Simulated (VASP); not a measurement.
Input of a VASP 6.6.1 run:

File POSCAR:

```
Rh
1.0
    2.7036431827      0.0000000000      0.0000000000
   -1.3518215913      2.3414236790      0.0000000000
    0.0000000000      0.0000000000      4.3486172211
Rh
2
Direct
    0.6666666667      0.3333333333      0.7500000000
    0.3333333333      0.6666666667      0.2500000000
```

INCAR.step1

```
  PREC = Accurate
  ENCUT = 520
  ISMEAR = 0
  SIGMA = 0.15
  LREAL = False
  LASPH = True
  NELM = 80
  NBANDS = 22
  GGA = PE
  ALGO = Normal
  EDIFF = 1E-4
  LWAVE = True
  LCHARG = False
```

The input INCAR.step2:

```
  PREC = Accurate
  ENCUT = 520
  EDIFF = 1E-6
  ISMEAR = 0
  SIGMA = 0.15
  LREAL = False
  LASPH = True
  NELM = 80
  ALGO = Normal
  ISIF = 2
  LWAVE = False
  LCHARG = False
  METAGGA = R2SCAN
  LMIXTAU = True
  NBANDS = 22
  ISTART = 1
```

KPOINTS

```
Automatic mesh
0
Gamma
  30 30 16
```

Potentials or basis: VASP PAW PBE potentials, release 64 (Rh_pv).

Command:

```console
$ cat potpaw_PBE.64/Rh_pv/POTCAR > POTCAR
$ cp INCAR.step1 INCAR
$ mpirun -np 1 vasp_std > vasp.out
$ cp INCAR.step2 INCAR
$ mpirun -np 1 vasp_std > vasp.out
```

(1) Estimate the pressure.

(2) What does it give for the band gap on the k mesh?

Results:

(1) 1.3 GPa.

(2) zero (bands 15 and 16 overlap by 2.48 eV).

Caveat: the PAW data sets were made with another functional, which shifts forces and pressure a little.
